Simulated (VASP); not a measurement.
Runs of VASP 6.6.1 on CdH2O2. The structure is that of space group P-3m1 (No. 164), or close to it. The cells are those of the table. 

```csv
cell,gap on the mesh (eV),pressure (GPa),largest force (eV/Å)
"a = 3.516, b = 3.516, c = 4.504 Å, angles 90.0, 90.0, 120.0°, 5 atoms",1.71,5.6,2.25
"a = 3.463, b = 3.463, c = 4.713 Å, angles 90.0, 90.0, 120.0°, 5 atoms",1.63,(c),0.08
"a = 3.463, b = 3.463, c = 4.573 Å, angles 90.0, 90.0, 120.0°, 5 atoms",1.73,(a),1.39
"a = 3.410, b = 3.410, c = 4.782 Å, angles 90.0, 90.0, 120.0°, 5 atoms",1.62,1.5,0.81
"a = 3.410, b = 3.410, c = 4.713 Å, angles 90.0, 90.0, 120.0°, 5 atoms",1.69,4.1,0.32
"a = 3.410, b = 3.410, c = 4.643 Å, angles 90.0, 90.0, 120.0°, 5 atoms",1.74,6.9,0.61
"a = 3.463, b = 3.463, c = 4.504 Å, angles 90.0, 90.0, 120.0°, 5 atoms",1.78,(b),2.24
"a = 3.463, b = 3.463, c = 4.782 Å, angles 90.0, 90.0, 120.0°, 5 atoms",(d),-1.6,0.69
```

Alike in all rows: task single point; level PBEsol; potentials or basis VASP PAW PBE potentials, release 64 (Cd, H, O); no spin polarisation; k mesh 9 × 9 × 6; cutoff (eV) 520; smearing gaussian 0.05 eV.

Question: Estimate the missing entries.

Answer: (a) 6.1; (b) 9.1; (c) 0.7; (d) 1.57.

Caveats: the PAW data sets were made with another functional, which shifts forces and pressure a little.

A k mesh can miss the band edges, and the runs leave out spin-orbit coupling on Cd.
